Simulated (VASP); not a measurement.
# TaHO2 (P6_3/mmc) in VASP: notebook, part 3 of 3

VASP 6.6.1. Earlier steps stand in the parts before.

**6. Relaxation of cell and atoms, PBE**

This run uses another cell than the first one, of 9.65 Å³/atom, 1.033 times its volume.

INCAR

```
ALGO = Normal
EDIFF = 1E-6
EDIFFG = -0.01
ENCUT = 600
GGA = PE
IBRION = 2
ISIF = 3
ISMEAR = 0
LASPH = T
LCHARG = F
LREAL = F
LWAVE = F
NELM = 60
NSW = 100
PREC = Accurate
SIGMA = 0.1
```

KPOINTS

```
k-points
0
Gamma
  12 12 4
```

POSCAR

```
TaHO2
1.0
    2.9208719374      0.0000000000      0.0000000000
   -1.4604359687      2.5295492990      0.0000000000
    0.0000000000      0.0000000000     10.4527899378
Ta H O
2 2 4
Direct
    0.6666666667      0.3333333333      0.7500000000
    0.3333333333      0.6666666667      0.2500000000
    0.0000000000      0.0000000000      0.0000000000
    0.0000000000      0.0000000000      0.5000000000
    0.3333333333      0.6666666667      0.8715486899
    0.3333333333      0.6666666667      0.6284513101
    0.6666666667      0.3333333333      0.3715486899
    0.6666666667      0.3333333333      0.1284513101
```

Potentials or basis: VASP PAW PBE potentials, release 64 (Ta_pv, H, O).

The run is started by

```
$ cat potpaw_PBE.64/Ta_pv/POTCAR potpaw_PBE.64/H/POTCAR potpaw_PBE.64/O/POTCAR > POTCAR
$ mpirun -np 1 vasp_std > vasp.out
```

OUTCAR:

```text
EDIFF = 1E-6
   EDIFFG = -0.01
   ENCUT = 600
   GGA = PE
   IBRION = 2
   ISIF = 3
   ISMEAR = 0
   LASPH = T
   LREAL = F
   NELM = 60
   NSW = 100
   PREC = Accurate

 ion  position               nearest neighbor table
   1  0.667  0.333  0.750-   5 2.11   6 2.11   5 2.11   6 2.11   5 2.11   6 2.11
   2  0.333  0.667  0.250-   7 2.11   8 2.11   7 2.11   8 2.11   7 2.11   8 2.11
   3  0.000  0.000  0.000-
   4  0.000  0.000  0.500-
   5  0.333  0.667  0.872-   1 2.11   1 2.11   1 2.11
   6  0.333  0.667  0.628-   1 2.11   1 2.11   1 2.11
   7  0.667  0.333  0.372-   2 2.11   2 2.11   2 2.11
   8  0.667  0.333  0.128-   2 2.11   2 2.11   2 2.11

  LATTYP: Found a hexagonal cell.
 ALAT       =     2.9208719374
 C/A-ratio  =     3.5786539642

  Lattice vectors:

 A1 = (   2.9208719374,   0.0000000000,   0.0000000000)
[... 405 lines left out ...]
 number of electron      47.9999991 magnetization

 Free energy of the ion-electron system (eV)
  ---------------------------------------------------
  ext. energy  EPLUGINS =         0.00000000
  ---------------------------------------------------
  free energy    TOTEN  =       -58.72389362 eV

  energy without entropy =      -58.71462475  energy(sigma->0) =      -58.71925919

 E-fermi :   4.7609     XC(G=0): -11.7120

 val. band max:        4.7594093038   @ k =   0.3333   0.3333   0.0000
 cond. band min:       4.8399317613   @ k =   0.0833   0.0833   0.2500
 fundamental gap:      0.0805224575
 Fermi energy:         4.7609281204

 k-point     1 :       0.0000    0.0000    0.0000
  band No.  band energies     occupation
      1     -30.4895      2.00000
      2     -30.4869      2.00000
      3     -29.6565      2.00000
      4     -29.6565      2.00000
      5     -29.6565      2.00000
      6     -29.6565      2.00000
[... 757 lines left out ...]
     28       8.9960      0.00000
     29       9.1339      0.00000

 [... further k-points ...]
[... 5 lines left out ...]
  --------------------------------------------------------------------------------------
  -------------------------------------------------------------------------------------
  Total       -0.0232029     -0.0232029      0.0386107     -0.0000000     -0.0000000      0.0000000
  in kB       -0.4962800     -0.4962800      0.8258328     -0.0000000     -0.0000000      0.0000000
  external PRESSURE =      -0.0555758 kB  Pullay stress =       0.0000000 kB
[... 23 lines left out ...]
  FREE ENERGIE OF THE ION-ELECTRON SYSTEM (eV)
  ---------------------------------------------------
  free  energy   TOTEN  =       -58.7238936187 eV

  energy  without entropy=      -58.7146247514  energy(sigma->0) =      -58.71925919

 reached required accuracy - stopping structural energy minimisation
```

OSZICAR:

```text
N       E                     dE             d eps       ncg     rms          rms(c)
DAV:   1     0.455440830303E+03    0.45544E+03   -0.29100E+04  3306   0.186E+03
DAV:   2    -0.333909360201E+02   -0.48883E+03   -0.47274E+03  3896   0.477E+02
DAV:   3    -0.655174061704E+02   -0.32126E+02   -0.31159E+02  3916   0.116E+02
[... 120 lines left out ...]
DAV:   3    -0.587239673452E+02    0.24112E-03   -0.49093E-04  3721   0.123E-01    0.643E-02
DAV:   4    -0.587239015478E+02    0.65797E-04   -0.20284E-04  3894   0.119E-01    0.195E-02
DAV:   5    -0.587238956383E+02    0.59095E-05   -0.21856E-05  3781   0.312E-02    0.139E-02
DAV:   6    -0.587238943716E+02    0.12667E-05   -0.43076E-06  3504   0.128E-02    0.657E-03
DAV:   7    -0.587238936187E+02    0.75296E-06   -0.16133E-06  2217   0.110E-02
  13 F= -.58723894E+02 E0= -.58719259E+02  d E =-.402388E-04
```

CONTCAR:

```text
TaHO2
   1.00000000000000
     2.9068307163810276    0.0000000000000000   -0.0000000000000000
    -1.4534153581905138    2.5173892448972639    0.0000000000000000
     0.0000000000000000   -0.0000000000000000   10.2366048568328640
  Ta              H               O
     2     2     4
Direct
     0.6666666667000030    0.3333333332999970    0.7500000000000000
     0.3333333332999970    0.6666666667000030    0.2500000000000000
     0.0000000000000000    0.0000000000000000    0.0000000000000000
     0.0000000000000000    0.0000000000000000    0.5000000000000000
     0.3333333332999970    0.6666666667000030    0.8765945657322315
     0.3333333332999970    0.6666666667000030    0.6234054342677685
     0.6666666667000030    0.3333333332999970    0.3765945657322316
     0.6666666667000030    0.3333333332999970    0.1234054342677686

  0.00000000E+00  0.00000000E+00  0.00000000E+00
  0.00000000E+00  0.00000000E+00  0.00000000E+00
  0.00000000E+00  0.00000000E+00  0.00000000E+00
  0.00000000E+00  0.00000000E+00  0.00000000E+00
  0.00000000E+00  0.00000000E+00  0.00000000E+00
  0.00000000E+00  0.00000000E+00  0.00000000E+00
  0.00000000E+00  0.00000000E+00  0.00000000E+00
  0.00000000E+00  0.00000000E+00  0.00000000E+00
```

It took 18 min on 1 thread of Intel Xeon Platinum 8259CL at 2.50GHz (Skylake/Cascade Lake), shared host; peak memory 0.31 GiB.

What came out:

```
Free energy                            : -58.7239 eV
Relaxed volume                         : 9.36 Å³/atom
Relaxed cell                           : a = 2.907 Å, b = 2.907 Å, c = 10.237 Å, α = 90.00°, β = 90.00°, γ = 120.00°
Space group after relaxing (to 0.05 Å) : P6_3/mmc (No. 194)
Energy gained by relaxing              : 1.8 meV/atom
Ionic steps                            : 13
Pressure after relaxing                : 0.0 GPa
Band gap on the k mesh                 : zero (band 24 reaches 5.72 eV, above the bottom of band 25 at 4.69 eV)
```

The path:
| step | energy change (eV) | largest force (eV/Å) | pressure (GPa) | volume (Å³) |
| --- | --- | --- | --- | --- |
| 1 | 0.0000 | 0.1742 | 0.33 | 77.23 |
| 2 | -0.0020 | 0.0079 | -1.39 | 77.45 |
| 3 | -0.0024 | 0.0416 | -0.91 | 77.39 |
| 4 | -0.0052 | 0.0397 | -0.41 | 76.93 |
| 5 | -0.0065 | 0.0396 | 0.19 | 76.40 |
| 6 | -0.0089 | 0.0297 | 0.09 | 76.16 |
| 7 | -0.0135 | 0.0014 | -0.14 | 75.44 |
| 8 | -0.0091 | 0.0579 | -0.43 | 74.01 |
| 9 | -0.0142 | 0.0069 | -0.18 | 75.08 |
| 10 | -0.0142 | 0.0087 | -0.19 | 75.05 |
| 11 | -0.0142 | 0.0106 | -0.21 | 74.99 |
| 12 | -0.0141 | 0.0234 | 0.34 | 74.76 |
| 13 | -0.0143 | 0.0019 | -0.01 | 74.91 |

Final structure:
```xyz
8
Lattice="2.9068 0.0000 0.0000 -1.4534 2.5174 0.0000 0.0000 0.0000 10.2366" Properties=species:S:1:pos:R:3 pbc="T T T"
Ta    1.4534    0.8391    7.6775
Ta    0.0000    1.6783    2.5592
H     0.0000    0.0000    0.0000
H     0.0000    0.0000    5.1183
O     0.0000    1.6783    8.9734
O     0.0000    1.6783    6.3816
O     1.4534    0.8391    3.8551
O     1.4534    0.8391    1.2633
```

Caveat: spin-orbit coupling is left out, which moves the levels of the heavy elements.

**7. Overview**

```csv
task,cell,k mesh,cutoff (eV),gap on the mesh (eV),pressure (GPa),relaxed volume (Å³/atom),largest force (eV/Å)
single point,"a = 3.004, b = 3.004, c = 9.565 Å, angles 90.0, 90.0, 120.0°, 8 atoms",6 × 6 × 2,520,none,-10.7,-,0.69
single point,"a = 2.921, b = 2.921, c = 10.453 Å, angles 90.0, 90.0, 120.0°, 8 atoms",6 × 6 × 2,520,none,0.7,-,0.10
single point,"a = 2.911, b = 2.911, c = 10.322 Å, angles 90.0, 90.0, 120.0°, 8 atoms",12 × 12 × 4,520,none,0.6,-,0.09
relaxation of cell and atoms,"relaxed from a = 3.004, b = 3.004, c = 9.565 Å, angles 90.0, 90.0, 120.0°, 8 atoms",6 × 6 × 2,600,none,0.1,9.35,0.03
relaxation of cell and atoms,"relaxed from a = 2.921, b = 2.921, c = 10.453 Å, angles 90.0, 90.0, 120.0°, 8 atoms",12 × 12 × 4,600,none,0.0,9.36,-
```

Alike in all rows: level PBE; potentials or basis VASP PAW PBE potentials, release 64 (Ta_pv, H, O); no spin polarisation; smearing gaussian 0.1 eV.

Caveats: some runs use coarse meshes; spin-orbit coupling is left out, which moves the levels of the heavy elements.

Absolute energies hang on the potentials; compare differences alone.
